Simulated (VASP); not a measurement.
# Rh in VASP: a series of runs

Runs on Rh. Level: PBE. Tasks: single point.

Program: VASP 6.6.1. These are calculated values, not measurements. Logs are shortened: lines on timing, memory, paths and dates and some standing lists are left out, and cuts for length are marked.

## Step 1: The cell of the first run

Symmetry: Fm-3m, No. 225, cubic system. Conventional cell: a = 3.917 Å, b = 3.917 Å, c = 3.917 Å, α = 90.00°, β = 90.00°, γ = 90.00°. Rh (site symmetry m-3m) has 12 Rh at 2.77 Å within 3.7 Å.

## Step 2: Single point, PBE (strain +0.030 along x and y, +0.030 along z)

INCAR reads:

```
SYSTEM = Rh
ALGO = Normal
EDIFF = 1E-7
ENCUT = 520
GGA = PE
ISIF = 2
ISMEAR = 0
LASPH = .True.
LCHARG = .False.
LREAL = .False.
LWAVE = .False.
NBANDS = 14
NELM = 60
PREC = Accurate
SIGMA = 0.15
```

KPOINTS reads:

```
k-points
0
Gamma
  22 22 22
  0 0 0
```

POSCAR reads:

```
Rh
1.0
    0.0000000000      1.9585965000      1.9585965000
    1.9585965000      0.0000000000      1.9585965000
    1.9585965000      1.9585965000      0.0000000000
Rh
1
Direct
    0.0000000000      0.0000000000      0.0000000000
```

Potentials or basis: VASP PAW PBE potentials, release 64 (Rh_pv).

Launch:

```bash
cat potpaw_PBE.64/Rh_pv/POTCAR > POTCAR
mpirun -np 1 vasp_std > vasp.out
```

OUTCAR:

```text
SYSTEM = Rh
   EDIFF = 1E-7
   ENCUT = 520
   GGA = PE
   ISIF = 2
   ISMEAR = 0
   LASPH = .True.
   LREAL = .False.
   NELM = 60
   PREC = Accurate

 ion  position               nearest neighbor table
   1  0.000  0.000  0.000-

  LATTYP: Found a face centered cubic cell.
 ALAT       =     3.9171930000

  Lattice vectors:

 A1 = (   0.0000000000,   1.9585965000,   1.9585965000)
 A2 = (   1.9585965000,   0.0000000000,   1.9585965000)
 A3 = (   1.9585965000,   1.9585965000,   0.0000000000)

Analysis of symmetry for initial positions (statically):
=====================================================================
 Subroutine PRICEL returns:
 Original cell was already a primitive cell.

 Routine SETGRP: Setting up the symmetry group for a
 face centered cubic supercell.

 Subroutine GETGRP returns: Found 48 space group operations
 (whereof 48 operations were pure point group operations)
 out of a pool of 48 trial point group operations.

The static configuration has the point symmetry O_h .

Analysis of symmetry for dynamics (positions and initial velocities):
=====================================================================
 Subroutine PRICEL returns:
 Original cell was already a primitive cell.

 Routine SETGRP: Setting up the symmetry group for a
 face centered cubic supercell.

 Subroutine GETGRP returns: Found 48 space group operations
 (whereof 48 operations were pure point group operations)
 out of a pool of 48 trial point group operations.

The dynamic configuration has the point symmetry O_h .

 Subroutine INISYM returns: Found 48 space group operations
 (whereof 48 operations are pure point group operations),
 and found     1 'primitive' translations

----------------------------------------------------------------------------------------

                                     Primitive cell

  volume of cell :      15.0267

  direct lattice vectors                    reciprocal lattice vectors
     0.000000000  1.958596500  1.958596500    -0.255284843  0.255284843  0.255284843
     1.958596500  0.000000000  1.958596500     0.255284843 -0.255284843  0.255284843
     1.958596500  1.958596500  0.000000000     0.255284843  0.255284843 -0.255284843

  length of vectors
     2.769873734  2.769873734  2.769873734     0.442166318  0.442166318  0.442166318

  position of ions in fractional coordinates (direct lattice)
     0.000000000  0.000000000  0.000000000

  ion indices of the primitive-cell ions
   primitive index   ion index
                 1           1

----------------------------------------------------------------------------------------

 KPOINTS: k-points

Automatic generation of k-mesh.
 Grid dimensions read from file:
 generate k-points for:   22   22   22

 Generating k-lattice:

  Cartesian coordinates                     Fractional coordinates (reciprocal lattice)
    -0.011603856  0.011603856  0.011603856     0.045454545  0.000000000  0.000000000
     0.011603856 -0.011603856  0.011603856     0.000000000  0.045454545  0.000000000
     0.011603856  0.011603856 -0.011603856     0.000000000  0.000000000  0.045454545

  Length of vectors
     0.020098469  0.020098469  0.020098469

  Shift w.r.t. Gamma in fractional coordinates (k-lattice)
     0.000000000  0.000000000  0.000000000

 Subroutine IBZKPT returns following result:
 ===========================================

 Found    328 irreducible k-points:

 Following reciprocal coordinates:
            Coordinates               Weight
  0.000000  0.000000  0.000000      1.000000
  0.045455  0.000000  0.000000      8.000000
  0.090909  0.000000  0.000000      8.000000
  0.136364  0.000000  0.000000      8.000000
  0.181818  0.000000  0.000000      8.000000
  0.227273  0.000000  0.000000      8.000000
[... 16 lines left out ...]
  0.500000  0.045455  0.000000     24.000000
 -0.454545  0.045455  0.000000     24.000000
 [... further k-points ...]
   k-points           NKPTS =    328   k-points in BZ     NKDIM =    328   number of bands    NBANDS=     14
   number of dos      NEDOS =    301   number of ions     NIONS =      1
   total plane-waves  NPLWV =  13824
   dimension x,y,z NGX =    24 NGY =   24 NGZ =   24
   dimension x,y,z NGXF=    48 NGYF=   48 NGZF=   48
   ions per type =               1
   NGX,Y,Z   is equivalent  to a cutoff of  14.40, 14.40, 14.40 a.u.
   NGXF,Y,Z  is equivalent  to a cutoff of  28.81, 28.81, 28.81 a.u.
 SYSTEM =  Rh
   PREC   = accura    normal or accurate (medium, high low for compatibility)
   ISTART =      0    job   : 0-new  1-cont  2-samecut
   ICHARG =      2    charge: 1-file 2-atom 10-const
   ISPIN  =      1    spin polarized calculation?
   LNONCOLLINEAR =      F non collinear calculations
   LSORBIT =      F    spin-orbit coupling
   LASPH  =      T    aspherical Exc in radial PAW
   ENCUT  =  520.0 eV  38.22 Ry    6.18 a.u.   5.15  5.15  5.15*2*pi/ulx,y,z
   NELM   =     60;   NELMIN=  2; NELMDL= -5     # of ELM steps
   EDIFF  = 0.1E-06   stopping-criterion for ELM
   LREAL  =      F    real-space projection
   EDIFFG = 0.1E-05   stopping-criterion for IOM
   NSW    =      0    number of steps for IOM
   IBRION =     -1    ionic relax: 0-MD 1-quasi-New 2-CG
   NFREE  =      0    steps in history (QN), initial steepest desc. (CG)
   ISIF   =      2    stress and relaxation
   ISYM   =      2    0-nonsym 1-usesym 2-fastsym
   POTIM  = 0.5000    time-step for ionic-motion
   TEBEG  =    0.0;   TEEND  =   0.0 temperature during run
   PSTRESS=    0.0 pullay stress
   NELECT =      15.0000    total number of electrons
   NUPDOWN=      -1.0000    fix difference up-down
   EMIN   =  10.00;   EMAX   =-10.00  energy-range for DOS
   EFERMI =   0.00;   METHOD = LEGACY
   ISMEAR =     0;   SIGMA  =   0.15  broadening in eV -4-tet -1-fermi 0-gaus
   EFERMI_NEDOS =   21; number of points for ismear=-14 and -15
   IALGO  =     38    algorithm
   IMIX   =      4    mixing-type and parameters
     AMIX     =   0.40;   BMIX     =  1.00
     AMIX_MAG =   1.60;   BMIX_MAG =  1.00
  volume/ion in A,a.u.               =      15.03       101.41
  Fermi-wavevector in a.u.,A,eV,Ry     =   1.636127  3.091831 36.421582  2.676911
  Thomas-Fermi vector in A             =   2.727485
   LORBIT       =      0    0 simple, 1 ext, 2 COOP (PROOUT), +10 PAW based schemes
   GGA     = PE    functional components
   LHFCALC =     F    Hartree Fock is set to
   AEXX    =    0.0000 exact exchange contribution
   IVDW    =     0    specifies the selected vdW correction
   LEPSILON=     F    determine dielectric tensor
   LRPA    =     F    only Hartree local field effects (RPA)
 non-spin polarized calculation
 Gauss-broadening in eV      SIGMA  =   0.15
  energy-cutoff  :      520.00
  volume of cell :       15.03
 maximum number of plane-waves:       419
 NGX is ok and might be reduce to    24
   NGX = 11   NGY = 11   NGZ = 11

 number of electron      15.0000001 magnetization

 Free energy of the ion-electron system (eV)
  ---------------------------------------------------
  ext. energy  EPLUGINS =         0.00000000
  ---------------------------------------------------
  free energy    TOTEN  =        -7.21983877 eV

  energy without entropy =       -7.20228076  energy(sigma->0) =       -7.21105976

 E-fermi :  10.3368     XC(G=0): -13.4655

 val. band max:       10.3367322656   @ k =   0.3182   0.2273   0.0455
 cond. band min:      10.3421691852   @ k =   0.3182   0.2727   0.0000
 fundamental gap:      0.0054369196
 Fermi energy:        10.3368121006

 k-point     1 :       0.0000    0.0000    0.0000
  band No.  band energies     occupation
      1     -35.8833      2.00000
      2     -35.8833      2.00000
      3     -35.8833      2.00000
      4       3.0291      2.00000
      5       7.6642      2.00000
      6       7.6642      2.00000
      7       7.6642      2.00000
      8       9.4740      2.00000
      9       9.4740      2.00000
     10      26.3634      0.00000
     11      31.1369      0.00000
     12      31.3276      0.00000
     13      31.3276      0.00000
     14      31.3276      0.00000

 k-point     2 :       0.0455    0.0000    0.0000
  band No.  band energies     occupation
      1     -35.8945      2.00000
      2     -35.8849      2.00000
      3     -35.8849      2.00000
      4       3.1060      2.00000
      5       7.6321      2.00000
      6       7.6933      2.00000
      7       7.6933      2.00000
      8       9.4583      2.00000
      9       9.4583      2.00000
     10      26.4650      0.00000
     11      30.8403      0.00000
     12      31.1387      0.00000
     13      31.4310      0.00000
     14      31.4310      0.00000

 k-point     3 :       0.0909    0.0000    0.0000
  band No.  band energies     occupation
      1     -35.9270      2.00000
      2     -35.8894      2.00000
      3     -35.8894      2.00000
      4       3.3311      2.00000
      5       7.5459      2.00000
      6       7.7733      2.00000
      7       7.7733      2.00000
      8       9.4203      2.00000
      9       9.4203      2.00000
     10      26.7421      0.00000
     11      29.7504      0.00000
     12      31.1384      0.00000
     13      31.7332      0.00000
     14      31.7332      0.00000

 k-point     4 :       0.1364    0.0000    0.0000
  band No.  band energies     occupation
      1     -35.9779      2.00000
      2     -35.8965      2.00000
      3     -35.8965      2.00000
      4       3.6846      2.00000
      5       7.4370      2.00000
      6       7.8801      2.00000
      7       7.8801      2.00000
      8       9.3874      2.00000
      9       9.3874      2.00000
     10      27.0842      0.00000
     11      28.4880      0.00000
     12      31.1383      0.00000
     13      32.2088      0.00000
     14      32.2088      0.00000

 k-point     5 :       0.1818    0.0000    0.0000
  band No.  band energies     occupation
      1     -36.0430      2.00000
      2     -35.9055      2.00000
      3     -35.9055      2.00000
      4       4.1232      2.00000
      5       7.3627      2.00000
      6       7.9707      2.00000
      7       7.9707      2.00000
      8       9.4068      2.00000
      9       9.4068      2.00000
     10      26.8152      0.00000
     11      27.7177      0.00000
[... 276 lines left out ...]
 k-point    22 :       0.4545    0.0455    0.0000
  band No.  band energies     occupation
      1     -36.3969      2.00000
      2     -35.9611      2.00000
      3     -35.9608      2.00000
      4       5.0141      2.00000
      5       7.5843      2.00000
      6       7.6944      2.00000
      7       9.9169      1.99992
      8      10.7868      0.00002
      9      11.4186      0.00000
     10      18.8244      0.00000
     11      26.0600      0.00000
     12      30.7127      0.00000
     13      31.0336      0.00000
     14      31.1429      0.00000

 k-point    23 :       0.5000    0.0455    0.0000
  band No.  band energies     occupation
      1     -36.4141      2.00000
      2     -35.9656      2.00000
      3     -35.9614      2.00000
      4       4.9894      2.00000
      5       7.5566      2.00000
      6       7.6560      2.00000
      7      10.1854      1.84647
      8      10.8282      0.00000
      9      11.8230      0.00000
     10      18.1562      0.00000
     11      25.9252      0.00000
     12      30.5926      0.00000
     13      30.6562      0.00000
     14      31.1389      0.00000

 k-point    24 :      -0.4545    0.0455    0.0000
  band No.  band energies     occupation
      1     -36.4105      2.00000
      2     -35.9671      2.00000
      3     -35.9589      2.00000
      4       4.9952      2.00000
      5       7.5701      2.00000
      6       7.6555      2.00000
      7      10.1732      1.87696
      8      10.7467      0.00011
      9      11.7626      0.00000
     10      18.3006      0.00000
     11      25.9507      0.00000
     12      30.4522      0.00000
     13      30.9130      0.00000
     14      31.1387      0.00000

 [... further k-points ...]

------------------------ aborting loop because EDIFF is reached ----------------------------------------

  FORCE on cell =-STRESS in cart. coord.  units (eV):
  Direction    XX          YY          ZZ          XY          YZ          ZX
  --------------------------------------------------------------------------------------
  -------------------------------------------------------------------------------------
  Total       -1.3531303     -1.3531303     -1.3531303      0.0000000      0.0000000     -0.0000000
  in kB     -144.2730743   -144.2730743   -144.2730743      0.0000000      0.0000000     -0.0000000
  external PRESSURE =    -144.2730743 kB  Pullay stress =       0.0000000 kB

 VOLUME and BASIS-vectors are now :
 -----------------------------------------------------------------------------
  energy-cutoff  :      520.00
  volume of cell :       15.03
      direct lattice vectors                 reciprocal lattice vectors
     0.000000000  1.958596500  1.958596500    -0.255284843  0.255284843  0.255284843
     1.958596500  0.000000000  1.958596500     0.255284843 -0.255284843  0.255284843
     1.958596500  1.958596500  0.000000000     0.255284843  0.255284843 -0.255284843

 POSITION                                       TOTAL-FORCE (eV/Angst)
 -----------------------------------------------------------------------------------
      0.00000      0.00000      0.00000         0.000000      0.000000      0.000000
 -----------------------------------------------------------------------------------
    total drift:                               -0.000000      0.000000      0.000000

  FREE ENERGIE OF THE ION-ELECTRON SYSTEM (eV)
  ---------------------------------------------------
  free  energy   TOTEN  =        -7.2198387723 eV

  energy  without entropy=       -7.2022807557  energy(sigma->0) =       -7.21105976
```

Run time: 2.9 min. Hardware: 1 thread of AMD EPYC, shared host; peak memory 0.16 GiB.

What came out:

| Quantity | Value |
| --- | --- |
| Free energy | -7.2198 eV |
| Pressure | -14.4 GPa |

Levels at points of the mesh, in eV from the Fermi level:
```
           k point  band 3  band 4  band 5  band 6  band 7  band 8  band 9  band 10  band 11  band 12
(0.00, 0.00, 0.00)  -46.22   -7.31   -2.67   -2.67   -2.67   -0.86   -0.86    16.03    20.80    20.99
(0.50, 0.00, 0.00)  -46.30   -5.40   -2.73   -2.73    0.49    0.49    0.85     7.78    15.50    20.48
(0.50, 0.50, 0.00)  -46.42   -5.51   -5.18    0.46    0.84    0.84    3.18    11.20    12.81    12.81
```

Caveat: the cell differs from its parent crystal (strain +0.030 along x and y, +0.030 along z).

## Step 3: Single point, PBE (strain +0.015 along x and y, -0.030 along z)

INCAR reads:

```
  PREC = Accurate
  ENCUT = 520
  EDIFF = 1E-6
  ISMEAR = 0
  SIGMA = 0.15
  LREAL = False
  LASPH = True
  NELM = 60
  ALGO = Fast
  ISIF = 2
  LWAVE = False
  LCHARG = True
  GGA = PE
  LELF = True
  LVHAR = True
  NBANDS = 14
```

KPOINTS reads:

```
regular mesh
0
Gamma
  22 22 22
```

POSCAR reads:

```
Rh
1.0
    0.0000000000      1.9300732500      1.8445035000
    1.9300732500      0.0000000000      1.8445035000
    1.9300732500      1.9300732500      0.0000000000
Rh
1
Direct
    0.0000000000      0.0000000000      0.0000000000
```

Potentials or basis: VASP PAW PBE potentials, release 64 (Rh_pv).

Launch:

```bash
cat potpaw_PBE.64/Rh_pv/POTCAR > POTCAR
mpirun -np 1 vasp_std > vasp.out
```

It took 6.1 min on 1 thread of AMD EPYC, shared host; peak memory 0.21 GiB.

It converged, with:

```
Free energy : -7.2464 eV
Pressure    : 6.3 GPa
```

Stress tensor (GPa, compression positive):
```
 2.80  0.00  0.00
 0.00  2.80  0.00
 0.00  0.00 13.37
```

Levels at points of the mesh, in eV from the Fermi level:
```tsv
k point	band 4	band 5	band 6	band 7	band 8	band 9	band 10	band 11
(0.00, 0.00, 0.00)	-7.95	-3.21	-3.21	-2.75	-1.28	-0.71	16.04	20.54
(0.50, 0.00, 0.00)	-6.11	-3.40	-2.88	0.45	0.71	0.75	8.67	15.47
(0.50, 0.50, 0.00)	-6.32	-5.97	0.53	1.02	1.02	3.94	12.79	12.79
(0.50, 0.00, 0.50)	-6.30	-5.91	0.54	0.78	1.18	2.96	11.87	13.38
```

Caveat: the cell differs from its parent crystal (strain +0.015 along x and y, -0.030 along z).

## Step 4: Single point, PBE (strain +0.000 along x and y, +0.015 along z)

INCAR reads:

```
ALGO = Fast ; EDIFF = 1E-6
ENCUT = 520 ; GGA = PE
ISIF = 2 ; ISMEAR = 0
LASPH = True ; LCHARG = False
LREAL = False ; LWAVE = False
NBANDS = 14 ; NELM = 60
PREC = Accurate ; SIGMA = 0.15
```

KPOINTS reads:

```
k-points
0
Gamma
  22 22 22
```

POSCAR reads:

```
Rh
1.0
    0.0000000000      1.9015500000      1.9300732500
    1.9015500000      0.0000000000      1.9300732500
    1.9015500000      1.9015500000      0.0000000000
Rh
1
Direct
    0.0000000000      0.0000000000      0.0000000000
```

Launch:

```bash
cat potpaw_PBE.64/Rh_pv/POTCAR > POTCAR
mpirun -np 1 vasp_std > vasp.out
```

Wall time 6.7 min (1 thread of AMD EPYC, shared host); peak memory 0.22 GiB.

Results (log left out):

- Free energy: -7.2642 eV
- Pressure: 1.8 GPa

Stress tensor (GPa, compression positive):
```
 2.93  0.00  0.00
 0.00  2.93  0.00
 0.00  0.00 -0.60
```

Levels at points of the mesh, in eV from the Fermi level:
```tsv
k point	band 4	band 5	band 6	band 7	band 8	band 9	band 10	band 11
(0.00, 0.00, 0.00)	-7.84	-3.10	-2.95	-2.95	-1.06	-0.87	16.02	20.58
(0.50, 0.00, 0.00)	-5.99	-3.16	-2.99	0.52	0.60	0.76	8.50	15.51
(0.50, 0.50, 0.00)	-6.16	-5.80	0.54	0.96	0.96	3.04	11.82	13.42
(0.50, 0.00, 0.50)	-6.17	-5.81	0.52	0.90	1.04	3.36	12.23	13.08
```

Caveat: the cell differs from its parent crystal (strain +0.000 along x and y, +0.015 along z).

## Step 5: Summary

```csv
cell,gap on the mesh (eV),pressure (GPa)
"a = 2.770 Å, angles 60.0°, 1 atom",none,-14.4
"a = 2.670, b = 2.670, c = 2.730 Å, angles 59.3, 59.3, 61.5°, 1 atom",none,6.3
"a = 2.709, b = 2.709, c = 2.689 Å, angles 60.2, 60.2, 59.5°, 1 atom",none,1.8
```

Alike in all rows: task single point; level PBE; potentials or basis VASP PAW PBE potentials, release 64 (Rh_pv); no spin polarisation; k mesh 22 × 22 × 22; cutoff (eV) 520; smearing gaussian 0.15 eV.

Absolute energies hang on the potentials; compare differences alone.
